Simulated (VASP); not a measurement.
Write the native input for VASP 6.6.1 that does the following.

```
Task                   : single point
Functional             : LDA
Potentials or basis    : VASP PAW LDA potentials, release 64 (Sr_sv)
Cutoff                 : 520 eV
k mesh                 : 9 × 9 × 9
Occupations            : fermi-dirac, width 0.05 eV
Spin                   : no spin polarisation
Dipole correction      : no
Further INCAR settings : ALGO = Fast; EDIFF = 1e-07; NBANDS = 11
```

The structure of Sr lies in POSCAR:

```
Sr
1.0
   -2.3801670000      2.4775910000      2.4246930000
    2.3779460000     -2.5185890000      2.4634700000
    2.3656120000      2.5040340000     -2.4656910000
Sr
1
Direct
    0.0136030000      0.0059810000     -0.0139020000
```

One way to write it, as run:

INCAR

```
PREC = Accurate
ENCUT = 520
EDIFF = 1E-7
ISMEAR = -1
SIGMA = 0.05
LREAL = F
LASPH = T
NELM = 60
ALGO = Fast
ISIF = 2
LWAVE = F
LCHARG = F
GGA = CA
NBANDS = 11
```

KPOINTS

```
Automatic mesh
0
Gamma
  9 9 9
```

Potentials or basis: VASP PAW LDA potentials, release 64 (Sr_sv).

Command:

```sh
$ cat potpaw_LDA.64/Sr_sv/POTCAR > POTCAR
$ mpirun -np 1 vasp_std > vasp.out
```

It gave:

The pressure is -1.9 GPa and the band gap on the k mesh is zero (bands 5 and 6 overlap by 0.21 eV).

It took 5.7 min on 1 thread of Oxide Virtual Turin-like Processor (shared host), peak memory 0.31 GiB.
